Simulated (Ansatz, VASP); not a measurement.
# AlN in VASP and in Ansatz

```xyz
2
Lattice="0.0000 2.0777 2.0777 2.0777 0.0000 2.0777 2.0777 2.0777 0.0000" Properties=species:S:1:pos:R:3 pbc="T T T"
Al    2.0777    2.0777    2.0777
N     0.0000    0.0000    0.0000
```

Alike in both runs: task single point; functional r2SCAN; k mesh 10 × 10 × 10; occupations gaussian, width 0.02 eV; no spin polarisation.

|  | VASP | Ansatz |
| --- | --- | --- |
| version | VASP 6.6.1 | Ansatz 0.2.0 |
| potentials or method | VASP PAW PBE potentials, release 64 (Al, N), cutoff 660 eV | scalar-relativistic, plane waves, PAW |
| valence electrons in the cell | 8 | 8 |

VASP gave:

| Item | Value |
| --- | --- |
| gap on the k mesh at the Fermi level (eV) | 4.68 |
| least direct gap on the mesh (eV) | 5.33 |
| pressure (GPa) | -20.8 |

Which values does Ansatz return?

gap on the k mesh at the Fermi level (eV): 4.68; least direct gap on the mesh (eV): 5.29; pressure (GPa): -20.1.

VASP's potentials were made for PBE, not for r2SCAN.
